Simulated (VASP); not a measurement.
# Na32H33 (a cell with a defect) in VASP: single point with PBEsol

Aim: the single point of Na32H33 (a cell with a defect) with PBEsol.

Everything below comes from runs of VASP 6.6.1. Logs are shortened: lines on timing, memory, paths and dates and some standing lists are left out, and cuts for length are marked.

**1. The cell of the first run**

The cell holds a defect, 65 atoms: a = 9.586 Å, b = 9.586 Å, c = 9.586 Å, α = 90.00°, β = 90.00°, γ = 90.00°.

**2. Single point, PBEsol**

Contents of INCAR:

```
SYSTEM = Na32H33
PREC = Accurate
ENCUT = 400
EDIFF = 1E-6
ISMEAR = -1
SIGMA = 0.05
LREAL = Auto
LASPH = .True.
NELM = 120
ALGO = Normal
ISIF = 2
LWAVE = .False.
LCHARG = .True.
GGA = PS
LELF = .True.
LVHAR = .True.
NELECT = 256.0
ISYM = -1
NBANDS = 166
GGA_COMPAT = .False.
```

Contents of KPOINTS:

```
explicit points
1
Reciprocal
  0.25000000   0.25000000   0.25000000 1
```

Contents of POSCAR:

```
Na32H33
1.0
    9.5855340000      0.0000000000      0.0000000000
    0.0000000000      9.5855340000      0.0000000000
    0.0000000000      0.0000000000      9.5855340000
H Na
33 32
Direct
    0.2504590000      0.0031390000      0.9987800000
    0.2477680000      0.0061790000      0.4987950000
    0.2501000000      0.4995310000      0.9994290000
    0.2452710000      0.4948970000      0.4994570000
    0.7538870000      0.0039070000      0.9976720000
    0.7581360000      0.0083880000      0.4974380000
    0.7534820000      0.5001340000      0.9982460000
    0.7558390000      0.4976210000      0.4981560000
    0.0018170000      0.2519530000      0.9983710000
    0.9768730000      0.2389600000      0.5273430000
    0.0016890000      0.7519700000      0.9985000000
    0.0017170000      0.7521600000      0.4984070000
    0.5019070000      0.2519980000      0.9982910000
    0.5017760000      0.2518780000      0.4983880000
    0.5016100000      0.7519470000      0.9985090000
    0.5016210000      0.7519100000      0.4984250000
    0.0013290000      0.0062520000      0.2523510000
    0.0026340000      0.0091010000      0.7414710000
    0.0008340000      0.4943550000      0.2553770000
    0.0021640000      0.4976230000      0.7443980000
    0.5014090000      0.0030870000      0.2494610000
    0.5024680000      0.0039040000      0.7463940000
    0.5008650000      0.4995160000      0.2499930000
    0.5020280000      0.5001590000      0.7470080000
    0.2432780000      0.2515840000      0.2568150000
    0.2485020000      0.2521610000      0.7449230000
    0.2498420000      0.7515720000      0.2502400000
    0.2508280000      0.7520370000      0.7472300000
    0.7554580000      0.2518570000      0.2516540000
    0.7609330000      0.2525130000      0.7393850000
    0.7531530000      0.7518470000      0.2491370000
    0.7540970000      0.7523690000      0.7462070000
    0.0248690000      0.2685170000      0.4704280000
    0.0021210000      0.9980810000      0.9978190000
    0.0031460000      0.9809480000      0.4966980000
    0.0017850000      0.5058640000      0.9987790000
    0.0003190000      0.5236230000      0.5002050000
    0.5022270000      0.0007900000      0.9978760000
    0.5022590000      0.9984190000      0.4979420000
    0.5018020000      0.5031880000      0.9985040000
    0.5015760000      0.5054130000      0.4984970000
    0.2556670000      0.2513540000      0.9992600000
    0.2751110000      0.2503600000      0.5011310000
    0.2527830000      0.7513970000      0.9986770000
    0.2546780000      0.7515060000      0.4988000000
    0.7481460000      0.2520000000      0.9974380000
    0.7284070000      0.2531800000      0.4950770000
    0.7505240000      0.7520490000      0.9975910000
    0.7486560000      0.7523380000      0.4977020000
    0.2514280000      0.0020120000      0.2488870000
    0.2519970000      0.0018930000      0.7486420000
    0.2502980000      0.5010040000      0.2499800000
    0.2519780000      0.5022980000      0.7489980000
    0.7513910000      0.0016280000      0.2480700000
    0.7531110000      0.0030370000      0.7470720000
    0.7513410000      0.5021470000      0.2483550000
    0.7521770000      0.5018820000      0.7480120000
    0.9990840000      0.2500070000      0.2233550000
    0.0052100000      0.2535840000      0.7734110000
    0.0014350000      0.7514790000      0.2455710000
    0.0024510000      0.7524190000      0.7513590000
    0.5010470000      0.2513080000      0.2450390000
    0.5027310000      0.2520580000      0.7515770000
    0.5015440000      0.7513300000      0.2473990000
    0.5025240000      0.7520600000      0.7495160000
```

Potentials or basis: VASP PAW PBE potentials, release 64 (H, Na_pv).

The run is started by

```
> cat potpaw_PBE.64/H/POTCAR potpaw_PBE.64/Na_pv/POTCAR > POTCAR
> mpirun -np 1 vasp_std > vasp.out
```

OUTCAR:

```text
SYSTEM = Na32H33
   PREC = Accurate
   ENCUT = 400
   EDIFF = 1E-6
   ISMEAR = -1
   LREAL = Auto
   LASPH = .True.
   NELM = 120
   ISIF = 2
   GGA = PS
   NELECT = 256.0
   ISYM = -1

 ion  position               nearest neighbor table
   1  0.250  0.003  0.999-
   2  0.248  0.006  0.499-
   3  0.250  0.500  0.999-
   4  0.245  0.495  0.499-
   5  0.754  0.004  0.998-
   6  0.758  0.008  0.497-
   7  0.753  0.500  0.998-
   8  0.756  0.498  0.498-
   9  0.002  0.252  0.998-
  10  0.977  0.239  0.527-  33 0.77
  11  0.002  0.752  0.998-
  12  0.002  0.752  0.498-
  13  0.502  0.252  0.998-
  14  0.502  0.252  0.498-
  15  0.502  0.752  0.999-
  16  0.502  0.752  0.498-
[... 14 lines left out ...]
  31  0.753  0.752  0.249-
  32  0.754  0.752  0.746-
  33  0.025  0.269  0.470-  10 0.77
  34  0.002  0.998  0.998-
  35  0.003  0.981  0.497-
  36  0.002  0.506  0.999-
  37  0.000  0.524  0.500-
  38  0.502  0.001  0.998-
  39  0.502  0.998  0.498-
[... 24 lines left out ...]
  64  0.502  0.751  0.247-
  65  0.503  0.752  0.750-

IMPORTANT INFORMATION: All symmetrisations will be switched off!
NOSYMM: (Re-)initialisation of all symmetry stuff for point group C_1.

----------------------------------------------------------------------------------------

                                     Primitive cell

  volume of cell :     880.7425

  direct lattice vectors                    reciprocal lattice vectors
     9.585534000  0.000000000  0.000000000     0.104323870  0.000000000  0.000000000
     0.000000000  9.585534000  0.000000000     0.000000000  0.104323870  0.000000000
     0.000000000  0.000000000  9.585534000     0.000000000  0.000000000  0.104323870

  length of vectors
     9.585534000  9.585534000  9.585534000     0.104323870  0.104323870  0.104323870

  position of ions in fractional coordinates (direct lattice)
     0.250459000  0.003139000  0.998780000
     0.247768000  0.006179000  0.498795000
     0.250100000  0.499531000  0.999429000
     0.245271000  0.494897000  0.499457000
     0.753887000  0.003907000  0.997672000
     0.758136000  0.008388000  0.497438000
[... 57 lines left out ...]
     0.501544000  0.751330000  0.247399000
     0.502524000  0.752060000  0.749516000

  ion indices of the primitive-cell ions
   primitive index   ion index
                 1           1
                 2           2
                 3           3
[... 91 lines left out ...]
   NELM   =    120;   NELMIN=  2; NELMDL= -5     # of ELM steps
   EDIFF  = 0.1E-05   stopping-criterion for ELM
   LREAL  =      T    real-space projection
   EDIFFG = 0.1E-04   stopping-criterion for IOM
   NSW    =      0    number of steps for IOM
   IBRION =     -1    ionic relax: 0-MD 1-quasi-New 2-CG
   NFREE  =      0    steps in history (QN), initial steepest desc. (CG)
   ISIF   =      2    stress and relaxation
   ISYM   =     -1    0-nonsym 1-usesym 2-fastsym
   POTIM  = 0.5000    time-step for ionic-motion
   TEBEG  =    0.0;   TEEND  =   0.0 temperature during run
   PSTRESS=    0.0 pullay stress
   NELECT =     256.0000    total number of electrons
   NUPDOWN=      -1.0000    fix difference up-down
   EMIN   =  10.00;   EMAX   =-10.00  energy-range for DOS
   EFERMI =   0.00;   METHOD = LEGACY
   ISMEAR =    -1;   SIGMA  =   0.05  broadening in eV -4-tet -1-fermi 0-gaus
   EFERMI_NEDOS =   21; number of points for ismear=-14 and -15
   IALGO  =     38    algorithm
   IMIX   =      4    mixing-type and parameters
     AMIX     =   0.40;   BMIX     =  1.00
     AMIX_MAG =   1.60;   BMIX_MAG =  1.00
  volume/ion in A,a.u.               =      13.55        91.44
  Fermi-wavevector in a.u.,A,eV,Ry     =   1.084439  2.049293 16.000563  1.176008
  Thomas-Fermi vector in A             =   2.220529
   LORBIT       =      0    0 simple, 1 ext, 2 COOP (PROOUT), +10 PAW based schemes
   GGA     = PS    functional components
   LHFCALC =     F    Hartree Fock is set to
   AEXX    =    0.0000 exact exchange contribution
   IVDW    =     0    specifies the selected vdW correction
   LEPSILON=     F    determine dielectric tensor
   LRPA    =     F    only Hartree local field effects (RPA)
 non-spin polarized calculation
  energy-cutoff  :      400.00
  volume of cell :      880.74
 maximum number of plane-waves:     16008
 NGX is ok and might be reduce to    64
   NGX = 31   NGY = 31   NGZ = 31

 number of electron     256.0000095 magnetization

 Free energy of the ion-electron system (eV)
  ---------------------------------------------------
  ext. energy  EPLUGINS =         0.00000000
  ---------------------------------------------------
  free energy    TOTEN  =      -166.09381024 eV

  energy without entropy =     -166.09381024  energy(sigma->0) =     -166.09381024

 E-fermi :   0.1568     XC(G=0):  -7.9535

 val. band max:       -1.1121826136   @ k =   0.2500   0.2500   0.2500
 cond. band min:       2.4117606211   @ k =   0.2500   0.2500   0.2500
 fundamental gap:      3.5239432347
 Fermi energy:         0.1568301434

 k-point     1 :       0.2500    0.2500    0.2500
  band No.  band energies     occupation
      1     -23.1764      2.00000
      2     -23.1632      2.00000
      3     -23.1614      2.00000
      4     -23.1589      2.00000
      5     -23.1521      2.00000
      6     -23.1499      2.00000
[... 132 lines left out ...]
    139       4.0185      0.00000
    140       4.1018      0.00000
 [bands above 140 left out]

------------------------ aborting loop because EDIFF is reached ----------------------------------------

  FORCE on cell =-STRESS in cart. coord.  units (eV):
  Direction    XX          YY          ZZ          XY          YZ          ZX
  --------------------------------------------------------------------------------------
  -------------------------------------------------------------------------------------
  Total       -4.5095237     -4.7491246     -4.3267114     -0.3555095      0.1600288      0.3752439
  in kB       -8.2033704     -8.6392335     -7.8708126     -0.6467148      0.2911117      0.6826142
  external PRESSURE =      -8.2378055 kB  Pullay stress =       0.0000000 kB

 VOLUME and BASIS-vectors are now :
 -----------------------------------------------------------------------------
  energy-cutoff  :      400.00
  volume of cell :      880.74
      direct lattice vectors                 reciprocal lattice vectors
     9.585534000  0.000000000  0.000000000     0.104323870  0.000000000  0.000000000
     0.000000000  9.585534000  0.000000000     0.000000000  0.104323870  0.000000000
     0.000000000  0.000000000  9.585534000     0.000000000  0.000000000  0.104323870

 POSITION                                       TOTAL-FORCE (eV/Angst)
 -----------------------------------------------------------------------------------
      2.40078      0.03009      9.57384        -0.004163      0.009814     -0.002955
      2.37499      0.05923      4.78122        -0.002856      0.003745     -0.002519
      2.39734      4.78827      9.58006        -0.004405      0.004025     -0.000777
      2.35105      4.74385      4.78756         0.000294      0.007353      0.000587
      7.22641      0.03745      9.56322        -0.002515      0.002773     -0.007876
      7.26714      0.08040      4.76821        -0.001587      0.001517     -0.004664
[... 57 lines left out ...]
      4.80757      7.20190      2.37145        -0.008986      0.004477     -0.004841
      4.81696      7.20890      7.18451        -0.005747      0.002302     -0.004234
 -----------------------------------------------------------------------------------
    total drift:                               -0.015573     -0.014333      0.011239

  FREE ENERGIE OF THE ION-ELECTRON SYSTEM (eV)
  ---------------------------------------------------
  free  energy   TOTEN  =      -166.0938102404 eV

  energy  without entropy=     -166.0938102403  energy(sigma->0) =     -166.09381024
```

It took 2.8 min on 1 thread of Intel Xeon Platinum 8488C (Sapphire Rapids), shared host; peak memory 0.55 GiB.

Results:

| Item | Value |
| --- | --- |
| Free energy | -166.0938 eV |
| Largest force | 0.015 eV/Å |

Forces in eV/Å, atoms in the order of the input:
```
H   -0.004  0.010 -0.003
H   -0.003  0.004 -0.003
H   -0.004  0.004 -0.001
H    0.000  0.007  0.001
H   -0.003  0.003 -0.008
H   -0.002  0.002 -0.005
H   -0.001  0.000 -0.005
H   -0.001  0.001 -0.003
H    0.002 -0.003 -0.001
H   -0.005 -0.014 -0.001
H    0.003 -0.002 -0.004
H    0.002  0.000 -0.001
H    0.002 -0.005 -0.001
H    0.002 -0.002 -0.003
H    0.006 -0.002 -0.005
H    0.004 -0.002 -0.002
H    0.002  0.003  0.002
H    0.005  0.001  0.005
H    0.000  0.006 -0.002
H    0.003  0.001  0.002
H    0.002  0.009  0.005
H    0.007  0.003  0.003
H    0.001  0.004  0.004
H    0.005  0.001  0.000
H    0.001 -0.009 -0.003
H   -0.005 -0.004  0.001
H   -0.003 -0.007  0.003
H   -0.006 -0.002  0.000
H    0.000 -0.003  0.003
H   -0.003 -0.001  0.006
H   -0.001 -0.002  0.007
H   -0.004  0.003  0.004
H    0.011  0.007 -0.002
Na  -0.006 -0.005  0.007
Na   0.001 -0.001 -0.001
Na  -0.003  0.000  0.002
Na  -0.004 -0.004  0.002
Na  -0.005 -0.007  0.005
Na  -0.007 -0.006  0.008
Na  -0.007 -0.005  0.005
Na  -0.004  0.002  0.002
Na   0.006  0.010 -0.003
Na  -0.003  0.002  0.006
Na   0.006  0.005  0.008
Na   0.008  0.004 -0.002
Na   0.002  0.001  0.008
Na  -0.001  0.006 -0.001
Na   0.005  0.002  0.006
Na   0.002 -0.002  0.010
Na  -0.001 -0.015  0.000
Na   0.011 -0.003 -0.004
Na   0.004 -0.005 -0.003
Na   0.004 -0.008  0.000
Na   0.004 -0.001 -0.010
Na   0.004 -0.003 -0.006
Na  -0.001 -0.008 -0.003
Na   0.005  0.005 -0.005
Na  -0.007  0.002  0.012
Na   0.001  0.006 -0.011
Na   0.001  0.004 -0.007
Na  -0.009 -0.002 -0.001
Na   0.002  0.010 -0.007
Na  -0.008  0.000 -0.001
Na  -0.009  0.004 -0.005
Na  -0.006  0.002 -0.004
```

Levels at points of the mesh, in eV from the Fermi level:
| k point | band 125 | band 126 | band 127 | band 128 | band 129 | band 130 | band 131 | band 132 |
| --- | --- | --- | --- | --- | --- | --- | --- | --- |
| (0.25, 0.25, 0.25) | -1.33 | -1.28 | -1.28 | -1.27 | 2.25 | 2.82 | 2.90 | 3.25 |

Caveat: the cell carries a net charge on a neutralising background, which shifts energy and pressure; the cell is charged against a uniform background, so pressure and absolute levels hang on convention; the PAW data sets were made with another functional, which shifts forces and pressure a little.
